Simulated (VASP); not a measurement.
# Sc2Al in VASP: notebook

Runs on Sc2Al. Level: PBEsol. Tasks: single point.

All numbers are computed with VASP 6.6.1; they aren't measurements. Logs are shortened: lines on timing, memory, paths and dates and some standing lists are left out, and cuts for length are marked.

## Step 1: The cell of the first run

The cell holds a slab with vacuum, 12 atoms: a = 4.851 Å, b = 4.851 Å, c = 25.650 Å, α = 90.00°, β = 90.00°, γ = 120.00°.

## Step 2: Single point, PBEsol

Input file INCAR:

```
SYSTEM = Sc2Al
PREC = Accurate
ENCUT = 520
EDIFF = 1E-6
ISMEAR = 0
SIGMA = 0.1
LREAL = .False.
LASPH = .True.
NELM = 80
ALGO = Normal
ISIF = 2
LWAVE = .False.
LCHARG = .False.
LDIPOL = .True.
IDIPOL = 3
DIPOL = 0.5 0.5 0.490
GGA = PS
NBANDS = 62
```

Input file KPOINTS:

```
Automatic mesh
0
Gamma
  9 9 1
  0 0 0
```

Input file POSCAR:

```
Sc2Al
1.0
    4.8508989718      0.0000000000      0.0000000000
   -2.4254494859      4.2010017408      0.0000000000
    0.0000000000      0.0000000000     25.6495398096
Sc Al
8 4
Direct
    0.6666666667      0.3333333333      0.2911025888
    0.0000000000      0.0000000000      0.3475373474
    0.3333333333      0.6666666667      0.4124124884
    0.0000000000      0.0000000000      0.4706821960
    0.6666666667      0.3333333333      0.5279642648
    0.0000000000      0.0000000000      0.5895933088
    0.3333333333      0.6666666667      0.6425739923
    0.0000000000      0.0000000000      0.7061969124
    0.3333333333      0.6666666667      0.3013411976
    0.6666666667      0.3333333333      0.4089927485
    0.3333333333      0.6666666667      0.5287707501
    0.6666666667      0.3333333333      0.6542052946
```

Potentials or basis: VASP PAW PBE potentials, release 64 (Sc_sv, Al).

Run with:

```sh
> cat potpaw_PBE.64/Sc_sv/POTCAR potpaw_PBE.64/Al/POTCAR > POTCAR
> mpirun -np 1 vasp_std > vasp.out
```

OUTCAR:

```text
SYSTEM = Sc2Al
   PREC = Accurate
   ENCUT = 520
   EDIFF = 1E-6
   ISMEAR = 0
   LREAL = .False.
   LASPH = .True.
   NELM = 80
   ISIF = 2
   GGA = PS

 ion  position               nearest neighbor table
   1  0.667  0.333  0.291-   9 2.81   9 2.81   9 2.81  10 3.02   2 3.15   2 3.15   2 3.15
   2  0.000  0.000  0.348-   9 3.04   9 3.04   9 3.04   1 3.15   1 3.15   1 3.15   4 3.16  10 3.21
                            10 3.21  10 3.21   3 3.26   3 3.26   3 3.26
   3  0.333  0.667  0.412-  10 2.80  10 2.80  10 2.80   9 2.85  11 2.98   4 3.17   4 3.17   4 3.17
                             2 3.26   2 3.26   2 3.26
   4  0.000  0.000  0.471-   6 3.05   2 3.16   5 3.16   5 3.16   5 3.16  11 3.17  11 3.17  11 3.17
                             3 3.17   3 3.17   3 3.17  10 3.22  10 3.22  10 3.22
   5  0.667  0.333  0.528-  11 2.80  11 2.80  11 2.80  10 3.05   4 3.16   4 3.16   4 3.16   6 3.22
                             6 3.22   6 3.22  12 3.24
   6  0.000  0.000  0.590-   8 2.99   4 3.05   7 3.11   7 3.11   7 3.11  11 3.21  11 3.21  11 3.21
                             5 3.22   5 3.22   5 3.22  12 3.25  12 3.25  12 3.25
   7  0.333  0.667  0.643-  12 2.82  12 2.82  12 2.82  11 2.92   6 3.11   6 3.11   6 3.11   8 3.24
                             8 3.24   8 3.24
   8  0.000  0.000  0.706-   6 2.99  12 3.10  12 3.10  12 3.10   7 3.24   7 3.24   7 3.24
   9  0.333  0.667  0.301-   1 2.81   1 2.81   1 2.81   3 2.85   2 3.04   2 3.04   2 3.04
  10  0.667  0.333  0.409-   3 2.80   3 2.80   3 2.80   1 3.02   5 3.05   2 3.21   2 3.21   2 3.21
                             4 3.22   4 3.22   4 3.22
  11  0.333  0.667  0.529-   5 2.80   5 2.80   5 2.80   7 2.92   3 2.98   4 3.17   4 3.17   4 3.17
                             6 3.21   6 3.21   6 3.21
  12  0.667  0.333  0.654-   7 2.82   7 2.82   7 2.82   8 3.10   8 3.10   8 3.10   5 3.24   6 3.25
                             6 3.25   6 3.25

  LATTYP: Found a hexagonal cell.
 ALAT       =     4.8508989718
 C/A-ratio  =     5.2875848289

  Lattice vectors:

 A1 = (   4.8508989718,   0.0000000000,   0.0000000000)
 A2 = (  -2.4254494859,   4.2010017408,   0.0000000000)
 A3 = (   0.0000000000,   0.0000000000,  25.6495398096)

Analysis of symmetry for initial positions (statically):
=====================================================================
 Subroutine PRICEL returns:
 Original cell was already a primitive cell.

 Routine SETGRP: Setting up the symmetry group for a
 hexagonal supercell.

 Subroutine GETGRP returns: Found  6 space group operations
 (whereof  6 operations were pure point group operations)
 out of a pool of 24 trial point group operations.

The static configuration has the point symmetry C_3v.

Analysis of symmetry for dynamics (positions and initial velocities):
=====================================================================
 Subroutine PRICEL returns:
 Original cell was already a primitive cell.

 Routine SETGRP: Setting up the symmetry group for a
 hexagonal supercell.

 Subroutine GETGRP returns: Found  6 space group operations
 (whereof  6 operations were pure point group operations)
 out of a pool of 24 trial point group operations.

The dynamic configuration has the point symmetry C_3v.

 Subroutine INISYM returns: Found  6 space group operations
 (whereof  6 operations are pure point group operations),
 and found     1 'primitive' translations

----------------------------------------------------------------------------------------

                                     Primitive cell

  volume of cell :     522.7026

  direct lattice vectors                    reciprocal lattice vectors
     4.850898972  0.000000000  0.000000000     0.206147357  0.119019232  0.000000000
    -2.425449486  4.201001741  0.000000000     0.000000000  0.238038464  0.000000000
     0.000000000  0.000000000 25.649539810     0.000000000  0.000000000  0.038987054

  length of vectors
     4.850898972  4.850898972 25.649539810     0.238038464  0.238038464  0.038987054

  position of ions in fractional coordinates (direct lattice)
     0.666666667  0.333333333  0.291102589
     0.000000000  0.000000000  0.347537347
     0.333333333  0.666666667  0.412412488
     0.000000000  0.000000000  0.470682196
     0.666666667  0.333333333  0.527964265
     0.000000000  0.000000000  0.589593309
[... 34 lines left out ...]
     0.000000000  0.026448718  0.000000000     0.000000000  0.111111111  0.000000000
     0.000000000  0.000000000  0.038987054     0.000000000  0.000000000  1.000000000

  Length of vectors
     0.026448718  0.026448718  0.038987054

  Shift w.r.t. Gamma in fractional coordinates (k-lattice)
     0.000000000  0.000000000  0.000000000

 Subroutine IBZKPT returns following result:
 ===========================================

 Found     12 irreducible k-points:

 Following reciprocal coordinates:
            Coordinates               Weight
  0.000000  0.000000  0.000000      1.000000
  0.111111 -0.000000  0.000000      6.000000
  0.222222 -0.000000  0.000000      6.000000
  0.333333  0.000000  0.000000      6.000000
  0.444444 -0.000000  0.000000      6.000000
  0.111111  0.111111  0.000000      6.000000
  0.222222  0.111111  0.000000     12.000000
  0.333333  0.111111  0.000000     12.000000
  0.444444  0.111111  0.000000      6.000000
  0.222222  0.222222  0.000000      6.000000
  0.333333  0.222222  0.000000     12.000000
  0.333333  0.333333  0.000000      2.000000
   k-points           NKPTS =     12   k-points in BZ     NKDIM =     12   number of bands    NBANDS=     62
   number of dos      NEDOS =    301   number of ions     NIONS =     12
   total plane-waves  NPLWV = 248832
   dimension x,y,z NGX =    36 NGY =   36 NGZ =  192
   dimension x,y,z NGXF=    72 NGYF=   72 NGZF=  384
   ions per type =               8   4
   NGX,Y,Z   is equivalent  to a cutoff of  12.34, 12.34, 12.44 a.u.
   NGXF,Y,Z  is equivalent  to a cutoff of  24.68, 24.68, 24.89 a.u.
 SYSTEM =  Sc2Al
   PREC   = accura    normal or accurate (medium, high low for compatibility)
   ISTART =      0    job   : 0-new  1-cont  2-samecut
   ICHARG =      2    charge: 1-file 2-atom 10-const
   ISPIN  =      1    spin polarized calculation?
   LNONCOLLINEAR =      F non collinear calculations
   LSORBIT =      F    spin-orbit coupling
   LASPH  =      T    aspherical Exc in radial PAW
   ENCUT  =  520.0 eV  38.22 Ry    6.18 a.u.   9.02  9.02 47.69*2*pi/ulx,y,z
   NELM   =     80;   NELMIN=  2; NELMDL= -5     # of ELM steps
   EDIFF  = 0.1E-05   stopping-criterion for ELM
   LREAL  =      F    real-space projection
[... 7 lines left out ...]
   TEBEG  =    0.0;   TEEND  =   0.0 temperature during run
   PSTRESS=    0.0 pullay stress
   NELECT =     100.0000    total number of electrons
   NUPDOWN=      -1.0000    fix difference up-down
   EMIN   =  10.00;   EMAX   =-10.00  energy-range for DOS
   EFERMI =   0.00;   METHOD = LEGACY
   ISMEAR =     0;   SIGMA  =   0.10  broadening in eV -4-tet -1-fermi 0-gaus
   EFERMI_NEDOS =   21; number of points for ismear=-14 and -15
   IALGO  =     38    algorithm
   IMIX   =      4    mixing-type and parameters
     AMIX     =   0.40;   BMIX     =  1.00
     AMIX_MAG =   1.60;   BMIX_MAG =  1.00
  volume/ion in A,a.u.               =      43.56       293.95
  Fermi-wavevector in a.u.,A,eV,Ry     =   0.943315  1.782606 12.107044  0.889843
  Thomas-Fermi vector in A             =   2.071010
   LORBIT       =      0    0 simple, 1 ext, 2 COOP (PROOUT), +10 PAW based schemes
   GGA     = PS    functional components
   LHFCALC =     F    Hartree Fock is set to
   AEXX    =    0.0000 exact exchange contribution
   IVDW    =     0    specifies the selected vdW correction
   LEPSILON=     F    determine dielectric tensor
   LRPA    =     F    only Hartree local field effects (RPA)
 non-spin polarized calculation
 Gauss-broadening in eV      SIGMA  =   0.10
  energy-cutoff  :      520.00
  volume of cell :      522.70
 maximum number of plane-waves:     14125
   NGX = 19   NGY = 19   NGZ = 95

 number of electron     100.0000000 magnetization

 dipolmoment           0.000000      0.000000      0.072801 electrons x Angstroem

 number of electron      99.9999987 magnetization

 dipolmoment           0.000000      0.000000     -0.100937 electrons x Angstroem

 Free energy of the ion-electron system (eV)
  ---------------------------------------------------
  ext. energy  EPLUGINS =         0.00000000
  ---------------------------------------------------
  free energy    TOTEN  =       -69.50597152 eV

  energy without entropy =      -69.40851565  energy(sigma->0) =      -69.45724358

 E-fermi :   0.7294     XC(G=0):  -5.6745

 val. band max:        0.7190453241   @ k =   0.0000   0.0000   0.0000
 cond. band min:       0.7472668086   @ k =   0.1111  -0.0000   0.0000
 fundamental gap:      0.0282214845
 Fermi energy:         0.7293716023

 k-point     1 :       0.0000    0.0000    0.0000
  band No.  band energies     occupation
      1     -49.3190      2.00000
      2     -48.8869      2.00000
      3     -48.6200      2.00000
      4     -48.4974      2.00000
      5     -48.4360      2.00000
      6     -48.4151      2.00000
[... 769 lines left out ...]
     61       2.0264      0.00000
     62       2.0536      0.00000

------------------------ aborting loop because EDIFF is reached ----------------------------------------

 vacuum level on the upper side and lower side of the slab       (xc-potential included)        -0.616         0.264

  FORCE on cell =-STRESS in cart. coord.  units (eV):
  Direction    XX          YY          ZZ          XY          YZ          ZX
  --------------------------------------------------------------------------------------
  -------------------------------------------------------------------------------------
  Total       -3.0076605     -3.0076605      0.0643527     -0.0000000      0.0000000      0.0000000
  in kB       -9.2190195     -9.2190195      0.1972526     -0.0000000      0.0000000      0.0000000
  external PRESSURE =      -6.0802621 kB  Pullay stress =       0.0000000 kB

 VOLUME and BASIS-vectors are now :
 -----------------------------------------------------------------------------
  energy-cutoff  :      520.00
  volume of cell :      522.70
      direct lattice vectors                 reciprocal lattice vectors
     4.850898972  0.000000000  0.000000000     0.206147357  0.119019232  0.000000000
    -2.425449486  4.201001741  0.000000000     0.000000000  0.238038464  0.000000000
     0.000000000  0.000000000 25.649539810     0.000000000  0.000000000  0.038987054

 POSITION                                       TOTAL-FORCE (eV/Angst)
 -----------------------------------------------------------------------------------
      2.42545      1.40033      7.46665        -0.000000     -0.000000     -0.006890
      0.00000      0.00000      8.91417        -0.000000      0.000000     -0.000809
     -0.00000      2.80067     10.57819         0.000000     -0.000000      0.001334
      0.00000      0.00000     12.07278        -0.000000      0.000000     -0.007905
      2.42545      1.40033     13.54204        -0.000000      0.000000      0.001901
      0.00000      0.00000     15.12280        -0.000000      0.000000      0.005834
     -0.00000      2.80067     16.48173         0.000000      0.000000      0.011259
      0.00000      0.00000     18.11363        -0.000000      0.000000      0.000489
     -0.00000      2.80067      7.72926        -0.000000      0.000000     -0.005857
      2.42545      1.40033     10.49048         0.000000      0.000000     -0.003122
     -0.00000      2.80067     13.56273        -0.000000      0.000000     -0.001853
      2.42545      1.40033     16.78006        -0.000000      0.000000      0.005620
 -----------------------------------------------------------------------------------
    total drift:                               -0.000000     -0.000000     -0.000763

  FREE ENERGIE OF THE ION-ELECTRON SYSTEM (eV)
  ---------------------------------------------------
  free  energy   TOTEN  =       -69.5059715160 eV

  energy  without entropy=      -69.4085156452  energy(sigma->0) =      -69.45724358

 vacuum level on the upper side and lower side of the slab         3.308         4.216
```

It took 11 min on 1 thread of AMD EPYC 9R45 (Zen 5), shared host; peak memory 0.69 GiB.

What came out:

```yaml
Free_energy: -69.5060 eV
Largest_force: 0.011 eV/Å
Band_gap_on_the_k_mesh: zero (bands 50 and 51 overlap by 0.21 eV)
```

Forces in eV/Å, atoms in the order of the input:
```
Sc   0.000  0.000 -0.007
Sc   0.000  0.000 -0.001
Sc   0.000  0.000  0.001
Sc   0.000  0.000 -0.008
Sc   0.000  0.000  0.002
Sc   0.000  0.000  0.006
Sc   0.000  0.000  0.011
Sc   0.000  0.000  0.000
Al   0.000  0.000 -0.006
Al   0.000  0.000 -0.003
Al   0.000  0.000 -0.002
Al   0.000  0.000  0.006
```

Caveat: the PAW data sets were made with another functional, which shifts forces and pressure a little.

## Step 3: Single point, PBEsol

Input file INCAR:

```
PREC = Accurate ; ENCUT = 520
EDIFF = 1E-7 ; ISMEAR = 0
SIGMA = 0.1 ; LREAL = F
LASPH = T ; NELM = 100
ALGO = Normal ; ISIF = 2
LWAVE = F ; LCHARG = F
LDIPOL = T ; IDIPOL = 3
DIPOL = 0.5 0.5 0.490 ; GGA = PS
NBANDS = 62 ; EFIELD = -0.6
```

Input file KPOINTS:

```
Automatic mesh
0
Gamma
  9 9 1
```

Input file POSCAR:

```
Sc2Al
1.0
    4.8508989718      0.0000000000      0.0000000000
   -2.4254494859      4.2010017408      0.0000000000
    0.0000000000      0.0000000000     25.6495398096
Sc Al
8 4
Direct
    0.6666666667      0.3333333333      0.2924029069
    0.0000000000      0.0000000000      0.3517163620
    0.3333333333      0.6666666667      0.4110298172
    0.0000000000      0.0000000000      0.4703432724
    0.6666666667      0.3333333333      0.5296567276
    0.0000000000      0.0000000000      0.5889701828
    0.3333333333      0.6666666667      0.6482836380
    0.0000000000      0.0000000000      0.7075970931
    0.3333333333      0.6666666667      0.2924029069
    0.6666666667      0.3333333333      0.4110298172
    0.3333333333      0.6666666667      0.5296567276
    0.6666666667      0.3333333333      0.6482836380
```

Potentials or basis: VASP PAW PBE potentials, release 64 (Sc_sv, Al).

Run with:

```sh
> cat potpaw_PBE.64/Sc_sv/POTCAR potpaw_PBE.64/Al/POTCAR > POTCAR
> mpirun -np 1 vasp_std > vasp.out
```

It took 17 min on 1 thread of AMD EPYC 9R45 (Zen 5), shared host; peak memory 0.7 GiB.

The run converged. Its results:

```
Free energy            : -69.6662 eV
Largest force          : 0.732 eV/Å
Band gap on the k mesh : zero (bands 50 and 51 overlap by 0.20 eV)
```

Forces in eV/Å, atoms in the order of the input:
```
Sc   0.000  0.000 -0.002
Sc   0.000  0.000 -0.666
Sc   0.000  0.000 -0.204
Sc   0.000  0.000  0.143
Sc   0.000  0.000 -0.209
Sc   0.000  0.000  0.368
Sc   0.000  0.000 -0.596
Sc   0.000  0.000  0.020
Al   0.000  0.000  0.732
Al   0.000  0.000 -0.055
Al   0.000  0.000  0.130
Al   0.000  0.000  0.338
```

Levels at points of the mesh, in eV from the Fermi level:
```csv
k point,band 47,band 48,band 49,band 50,band 51,band 52,band 53,band 54
"(0.00, 0.00, 0.00)",-0.65,-0.55,-0.12,-0.12,0.00,0.00,0.07,0.07
```

Caveat: the PAW data sets were made with another functional, which shifts forces and pressure a little.

The gap in the log of VASP goes by the Fermi energy; the results here count the filled bands.